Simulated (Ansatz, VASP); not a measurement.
**Two plane-wave programs on AgCl**

```
Ag Cl
1.0
     0.00000    2.99500    2.88408
     2.99500    0.00000    2.88408
     2.99500    2.99500    0.00000
Ag Cl
1 1
Direct
  0.50000 0.50000 0.50000
  0.00000 0.00000 0.00000
```

Change from the starting cell: strain +0.080 along x and y, +0.040 along z, atoms carried along.

Alike in both runs: task single point; functional PBE; k mesh 8 × 8 × 8; occupations gaussian, width 0.05 eV; no spin polarisation.

|  | VASP | Ansatz |
| --- | --- | --- |
| version | VASP 6.6.1 | Ansatz 0.2.0 |
| potentials or method | VASP PAW PBE potentials, release 64 (Ag, Cl), cutoff 520 eV | scalar-relativistic, plane waves, PAW |
| valence electrons in the cell | 18 | 26 |

```tsv
	VASP	Ansatz	Ansatz less VASP
gap on the k mesh at the Fermi level (eV)	0.94	0.95	+0.003
least direct gap on the mesh (eV)	2.57	2.57	-0.001
pressure (GPa)	-4.4	-4.3	+0.09
traceless stress, the component that is largest in VASP (GPa)	-0.34	-0.33	+0.014
```

With one functional, cell and mesh, what is left measures potentials, basis and numerics. VASP's potentials hold 18 valence electrons a cell and Ansatz's 26, so a difference there can come from the potentials and not from the codes.
